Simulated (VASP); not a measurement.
# PrHRh3 (P4/mmm) in VASP: relaxation of cell and atoms with PBE

Aim: the relaxation of cell and atoms of PrHRh3 with PBE.

Program: VASP 6.6.1. These are calculated values, not measurements. Logs are shortened: lines on timing, memory, paths and dates and some standing lists are left out, and cuts for length are marked.

## (1) The cell of the first run

It takes space group P4/mmm (No. 123, tetragonal). Conventional cell: a = 3.524 Å, b = 3.524 Å, c = 6.139 Å, α = 90.00°, β = 90.00°, γ = 90.00°. Within 3.3 Å of Pr (site symmetry 4/mmm) lie 4 H at 2.49 Å and 10 Rh at 3.07 to 3.09 Å. H (site symmetry 4/mmm) has 2 Rh at 1.83 Å and 4 Pr at 2.49 Å within 2.5 Å. Rh (site symmetry 4/mmm) has 12 Rh at 2.78 to 3.52 Å and 2 Pr at 3.07 Å within 3.7 Å. Within 2.5 Å of Rh (site symmetry 4mm) lie 1 H at 1.83 Å and 1 Rh at 2.48 Å.

The cell was generated, and may not be a known phase.

## (2) Relaxation of cell and atoms, PBE

File INCAR:

```
  PREC = Accurate
  ENCUT = 500
  EDIFF = 1E-7
  ISMEAR = 0
  SIGMA = 0.1
  LREAL = F
  LASPH = T
  NELM = 200
  ALGO = Normal
  ISIF = 3
  LWAVE = F
  LCHARG = F
  GGA = PE
  IBRION = 2
  NSW = 100
  EDIFFG = -0.01
  GGA_COMPAT = F
  NELMIN = 4
  LMAXMIX = 6
```

File KPOINTS:

```
regular mesh
0
Gamma
  10 10 6
```

File POSCAR:

```
PrHRh3
1.0
    3.5242147169      0.0000000000      0.0000000000
    0.0000000000      3.5242147169      0.0000000000
    0.0000000000      0.0000000000      6.1387526395
Pr H Rh
1 1 3
Direct
    0.5000000000      0.5000000000      0.5000000000
    0.0000000000      0.0000000000      0.5000000000
    0.5000000000      0.5000000000      0.0000000000
    0.0000000000      0.0000000000      0.7979224083
    0.0000000000      0.0000000000      0.2020775917
```

Potentials or basis: VASP PAW PBE potentials, release 64 (Pr_3, H, Rh_pv), 4f in core.

On the command line:

```
$ cat potpaw_PBE.64/Pr_3/POTCAR potpaw_PBE.64/H/POTCAR potpaw_PBE.64/Rh_pv/POTCAR > POTCAR
$ mpirun -np 1 vasp_std > vasp.out
```

OUTCAR:

```text
PREC = Accurate
   ENCUT = 500
   EDIFF = 1E-7
   ISMEAR = 0
   LREAL = F
   LASPH = T
   NELM = 200
   ISIF = 3
   GGA = PE
   IBRION = 2
   NSW = 100
   EDIFFG = -0.01
   NELMIN = 4

 ion  position               nearest neighbor table
   1  0.500  0.500  0.500-   3 3.07   3 3.07   5 3.09   4 3.09   4 3.09   5 3.09   4 3.09   5 3.09
                             4 3.09   5 3.09
   2  0.000  0.000  0.500-   4 1.83   5 1.83
   3  0.500  0.500  0.000-   4 2.78   5 2.78   4 2.78   5 2.78   4 2.78   5 2.78   4 2.78   5 2.78
                             1 3.07   1 3.07
   4  0.000  0.000  0.798-   2 1.83   5 2.48   3 2.78   3 2.78   3 2.78   3 2.78   1 3.09   1 3.09
                             1 3.09   1 3.09
   5  0.000  0.000  0.202-   2 1.83   4 2.48   3 2.78   3 2.78   3 2.78   3 2.78   1 3.09   1 3.09
                             1 3.09   1 3.09

  LATTYP: Found a simple tetragonal cell.
 ALAT       =     3.5242147169
 C/A-ratio  =     1.7418781580

  Lattice vectors:

 A1 = (   3.5242147169,   0.0000000000,   0.0000000000)
 A2 = (   0.0000000000,   3.5242147169,   0.0000000000)
 A3 = (   0.0000000000,   0.0000000000,   6.1387526395)

Analysis of symmetry for initial positions (statically):
=====================================================================
 Subroutine PRICEL returns:
 Original cell was already a primitive cell.

 Routine SETGRP: Setting up the symmetry group for a
 simple tetragonal supercell.

 Subroutine GETGRP returns: Found 16 space group operations
 (whereof 16 operations were pure point group operations)
 out of a pool of 16 trial point group operations.

The static configuration has the point symmetry D_4h.

Analysis of symmetry for dynamics (positions and initial velocities):
=====================================================================
 Subroutine PRICEL returns:
 Original cell was already a primitive cell.

 Routine SETGRP: Setting up the symmetry group for a
 simple tetragonal supercell.

 Subroutine GETGRP returns: Found 16 space group operations
 (whereof 16 operations were pure point group operations)
 out of a pool of 16 trial point group operations.

The dynamic configuration has the point symmetry D_4h.

[... 106 lines left out ...]
   EDIFFG = -.1E-01   stopping-criterion for IOM
   NSW    =    100    number of steps for IOM
   IBRION =      2    ionic relax: 0-MD 1-quasi-New 2-CG
   NFREE  =      1    steps in history (QN), initial steepest desc. (CG)
   ISIF   =      3    stress and relaxation
   ISYM   =      2    0-nonsym 1-usesym 2-fastsym
   POTIM  = 0.5000    time-step for ionic-motion
   TEBEG  =    0.0;   TEEND  =   0.0 temperature during run
   PSTRESS=    0.0 pullay stress
   NELECT =      57.0000    total number of electrons
   NUPDOWN=      -1.0000    fix difference up-down
   EMIN   =  10.00;   EMAX   =-10.00  energy-range for DOS
   EFERMI =   0.00;   METHOD = LEGACY
   ISMEAR =     0;   SIGMA  =   0.10  broadening in eV -4-tet -1-fermi 0-gaus
   EFERMI_NEDOS =   21; number of points for ismear=-14 and -15
   IALGO  =     38    algorithm
   IMIX   =      4    mixing-type and parameters
     AMIX     =   0.40;   BMIX     =  1.00
     AMIX_MAG =   1.60;   BMIX_MAG =  1.00
  volume/ion in A,a.u.               =      15.25       102.90
  Fermi-wavevector in a.u.,A,eV,Ry     =   1.485815  2.807784 30.036863  2.207647
  Thomas-Fermi vector in A             =   2.599180
   LORBIT       =      0    0 simple, 1 ext, 2 COOP (PROOUT), +10 PAW based schemes
   GGA     = PE    functional components
   LHFCALC =     F    Hartree Fock is set to
   AEXX    =    0.0000 exact exchange contribution
   IVDW    =     0    specifies the selected vdW correction
   LEPSILON=     F    determine dielectric tensor
   LRPA    =     F    only Hartree local field effects (RPA)
 conjugate gradient relaxation of ions
 non-spin polarized calculation
 Gauss-broadening in eV      SIGMA  =   0.10
  energy-cutoff  :      500.00
  volume of cell :       76.24
 maximum number of plane-waves:      1958
 NGX is ok and might be reduce to    28
   NGX = 13   NGY = 13   NGZ = 23

--------------------------------------- Ionic step        1  -------------------------------------------

 number of electron      56.9999990 magnetization

 Free energy of the ion-electron system (eV)
  ---------------------------------------------------
  ext. energy  EPLUGINS =         0.00000000
  ---------------------------------------------------
  free energy    TOTEN  =       -30.84392318 eV

  energy without entropy =      -30.81774308  energy(sigma->0) =      -30.83083313

------------------------ aborting loop because EDIFF is reached ----------------------------------------

  FORCE on cell =-STRESS in cart. coord.  units (eV):
  Direction    XX          YY          ZZ          XY          YZ          ZX
  --------------------------------------------------------------------------------------
  -------------------------------------------------------------------------------------
  Total       -0.1084439     -0.1084439      0.1065371      0.0000000     -0.0000000     -0.0000000
  in kB       -2.2788246     -2.2788246      2.2387558      0.0000000     -0.0000000     -0.0000000
  external PRESSURE =      -0.7729645 kB  Pullay stress =       0.0000000 kB
[... 143 lines left out ...]
--------------------------------------- Ionic step        5  -------------------------------------------

 number of electron      56.9999988 magnetization

 Free energy of the ion-electron system (eV)
  ---------------------------------------------------
  ext. energy  EPLUGINS =         0.00000000
  ---------------------------------------------------
  free energy    TOTEN  =       -30.84463404 eV

  energy without entropy =      -30.81826020  energy(sigma->0) =      -30.83144712

 E-fermi :   7.7587     XC(G=0): -12.2914

 val. band max:        7.7390147586   @ k =   0.4000   0.0000   0.5000
 cond. band min:       7.7597415340   @ k =   0.5000   0.1000   0.0000
 fundamental gap:      0.0207267753
 Fermi energy:         7.7587034531

 k-point     1 :       0.0000    0.0000    0.0000
  band No.  band energies     occupation
      1     -38.5198      2.00000
      2     -38.1565      2.00000
      3     -38.1565      2.00000
      4     -38.1507      2.00000
      5     -38.0590      2.00000
      6     -37.9924      2.00000
[... 877 lines left out ...]
     33      11.4955      0.00000
     34      11.9043      0.00000

 [... further k-points ...]

------------------------ aborting loop because EDIFF is reached ----------------------------------------

  FORCE on cell =-STRESS in cart. coord.  units (eV):
  Direction    XX          YY          ZZ          XY          YZ          ZX
  --------------------------------------------------------------------------------------
  -------------------------------------------------------------------------------------
  Total        0.0097601      0.0097601     -0.0036919      0.0000000     -0.0000000     -0.0000000
  in kB        0.2054101      0.2054101     -0.0777002      0.0000000     -0.0000000     -0.0000000
  external PRESSURE =       0.1110400 kB  Pullay stress =       0.0000000 kB
[... 20 lines left out ...]
  FREE ENERGIE OF THE ION-ELECTRON SYSTEM (eV)
  ---------------------------------------------------
  free  energy   TOTEN  =       -30.8446340392 eV

  energy  without entropy=      -30.8182602010  energy(sigma->0) =      -30.83144712

 reached required accuracy - stopping structural energy minimisation
```

CONTCAR:

```text
PrHRh3
   1.00000000000000
     3.5206796667879776    0.0000000000000000   -0.0000000000000000
     0.0000000000000000    3.5206796667879776   -0.0000000000000000
    -0.0000000000000000   -0.0000000000000000    6.1416979819821744
  Pr              H               Rh
     1     1     3
Direct
     0.5000000000000000    0.5000000000000000    0.5000000000000000
     0.0000000000000000    0.0000000000000000    0.5000000000000000
     0.5000000000000000    0.5000000000000000    0.0000000000000000
     0.0000000000000000    0.0000000000000000    0.7971381477821062
     1.0000000000000000    0.0000000000000000    0.2028618522178937

  0.00000000E+00  0.00000000E+00  0.00000000E+00
  0.00000000E+00  0.00000000E+00  0.00000000E+00
  0.00000000E+00  0.00000000E+00  0.00000000E+00
  0.00000000E+00  0.00000000E+00  0.00000000E+00
  0.00000000E+00  0.00000000E+00  0.00000000E+00
```

It took 9.1 min on 1 thread of Intel Xeon Platinum 8488C (Sapphire Rapids), shared host; peak memory 0.33 GiB.

Results:

| Property | Result |
| --- | --- |
| Free energy | -30.8446 eV |
| Relaxed volume | 15.23 Å³/atom |
| Relaxed cell | a = 3.521 Å, b = 3.521 Å, c = 6.142 Å, α = 90.00°, β = 90.00°, γ = 90.00° |
| Space group after relaxing (to 0.1 Å) | P4/mmm (No. 123) |
| Energy gained by relaxing | 0.1 meV/atom |
| Ionic steps | 5 |
| Pressure after relaxing | 0.0 GPa |
| Band gap on the k mesh | zero (an odd number of electrons rules out a gap without spin polarisation) |

The path:
```tsv
step	energy change (eV)	largest force (eV/Å)	pressure (GPa)	volume (Å³)
1	0.0000	0.1204	-0.08	76.24
2	-0.0007	0.0273	-0.09	76.16
3	-0.0007	0.0014	-0.09	76.18
4	-0.0007	0.0022	0.09	76.08
5	-0.0007	0.0019	0.01	76.13
```

Final structure:
```yaml
crystal:
  lattice:
    - [3.52068, 0.00000, 0.00000]
    - [0.00000, 3.52068, 0.00000]
    - [0.00000, 0.00000, 6.14170]
  atoms:
    - { symbol: Pr, position: [0.50000, 0.50000, 0.50000] }
    - { symbol: H, position: [0.00000, 0.00000, 0.50000] }
    - { symbol: Rh, position: [0.50000, 0.50000, 0.00000] }
    - { symbol: Rh, position: [0.00000, 0.00000, 0.79714] }
    - { symbol: Rh, position: [0.00000, 0.00000, 0.20286] }
```

Levels at points of the mesh, in eV from the Fermi level:
| k point | band 25 | band 26 | band 27 | band 28 | band 29 | band 30 | band 31 | band 32 | band 33 | band 34 |
| --- | --- | --- | --- | --- | --- | --- | --- | --- | --- | --- |
| (0.00, 0.00, 0.00) | -1.08 | -0.94 | -0.94 | -0.94 | -0.85 | 0.65 | 1.29 | 1.45 | 4.88 | 4.88 |
| (0.50, 0.00, 0.00) | -0.69 | -0.69 | -0.58 | -0.12 | 0.21 | 0.39 | 0.67 | 0.97 | 2.16 | 3.11 |
| (0.50, 0.50, 0.00) | -1.29 | -0.64 | -0.45 | -0.39 | -0.21 | 1.62 | 1.62 | 3.42 | 3.42 | 4.71 |
| (0.00, 0.00, 0.50) | -1.23 | -1.08 | -0.65 | -0.65 | -0.13 | 0.78 | 1.02 | 2.81 | 3.28 | 3.28 |
| (0.50, 0.00, 0.50) | -0.84 | -0.62 | -0.17 | 0.03 | 0.70 | 0.78 | 1.02 | 1.53 | 1.59 | 2.43 |
| (0.50, 0.50, 0.50) | -1.05 | -0.63 | -0.59 | -0.59 | -0.45 | -0.41 | 0.33 | 4.04 | 4.99 | 6.25 |

Caveat: spin-orbit coupling is left out, which moves the levels of the heavy elements; the 4f electrons are frozen in the core, so they carry no moment and show no levels.

The gap in the log of VASP goes by the Fermi energy; the results here count the filled bands.